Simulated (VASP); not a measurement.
**Re: single point with BLYP**

Crystal: Re.

```
CELL_PARAMETERS angstrom
-1.51168 1.51168 1.51168
1.51168 -1.51168 1.51168
1.51168 1.51168 -1.51168
ATOMIC_POSITIONS crystal
Re 0.00000 0.00000 0.00000
```

This cell differs from its parent crystal: volume scaled by 0.88.

| Property | Result |
| --- | --- |
| Program | VASP 6.6.1 |
| Task | single point |
| Functional | BLYP |
| Potentials or basis | VASP PAW PBE potentials, release 64 (Re_sv_GW) |
| Cutoff | 500 eV |
| k mesh | 16 × 16 × 16 |
| Occupations | fermi-dirac, width 0.1 eV |
| Spin | no spin polarisation |
| Dipole correction | no |
| Second run | valence_matched |
| Further INCAR settings | ALGO = Normal; EDIFF = 1e-06; NBANDS = 14 |

```json
{"Pressure": "53.5 GPa"}
```

Levels at points of the mesh, in eV from the Fermi level:
| k point | band 5 | band 6 | band 7 | band 8 | band 9 | band 10 |
| --- | --- | --- | --- | --- | --- | --- |
| (0.00, 0.00, 0.00) | -10.95 | -2.94 | -2.94 | -2.94 | 0.87 | 0.87 |
| (0.50, 0.00, 0.00) | -7.93 | -5.38 | 0.52 | 0.77 | 1.74 | 5.01 |
| (0.50, 0.50, 0.50) | -7.66 | -7.66 | 3.95 | 3.95 | 3.95 | 8.64 |

It took 23 s on 1 thread of Intel(R) Xeon(R) Platinum 8375C CPU @ 2.90GHz (Ice Lake), with other jobs on the host, peak memory 0.15 GiB.

Caveat: the PAW data sets were made with another functional, which shifts forces and pressure a little; spin-orbit coupling is left out, which moves the levels of the heavy elements.
